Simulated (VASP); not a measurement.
Runs of VASP 6.6.1 on Al2P3. The structure is that of space group P6/mmm (No. 191), or close to it. The cells are those of the table. 

| task | cell | k mesh | cutoff (eV) | gap on the mesh (eV) | pressure (GPa) | relaxed volume (Å³/atom) |
| --- | --- | --- | --- | --- | --- | --- |
| single point | a = 4.276, b = 4.276, c = 3.869 Å, angles 90.0, 90.0, 120.0°, 5 atoms | 6 × 6 × 4 | 520 | none | 97.5 | - |
| single point | a = 5.086, b = 5.086, c = 5.133 Å, angles 90.0, 90.0, 120.0°, 5 atoms | 12 × 12 × 8 | 520 | none | -0.1 | - |
| relaxation of cell and atoms | relaxed from a = 4.276, b = 4.276, c = 3.869 Å, angles 90.0, 90.0, 120.0°, 5 atoms | 6 × 6 × 4 | 600 | none | -0.1 | (a) |
| single point | a = 5.085, b = 5.085, c = 5.150 Å, angles 90.0, 90.0, 120.0°, 5 atoms | 6 × 6 × 4 | 520 | none | -0.1 | - |
| relaxation of cell and atoms | relaxed from a = 5.085, b = 5.085, c = 5.150 Å, angles 90.0, 90.0, 120.0°, 5 atoms | 12 × 12 × 8 | 600 | none | 0.0 | 22.97 |

Alike in all rows: level PBE; potentials or basis VASP PAW PBE potentials, release 64 (Al, P); no spin polarisation; smearing gaussian 0.1 eV.

Problem. Fill in the values left out.

Solution. (a) 23.06.

Caveats: some runs use coarse meshes; the volume moved by over 15 % at a fixed basis, so the end points are rough (some runs).

A gap of «none» marks levels without a gap at the run's occupations.
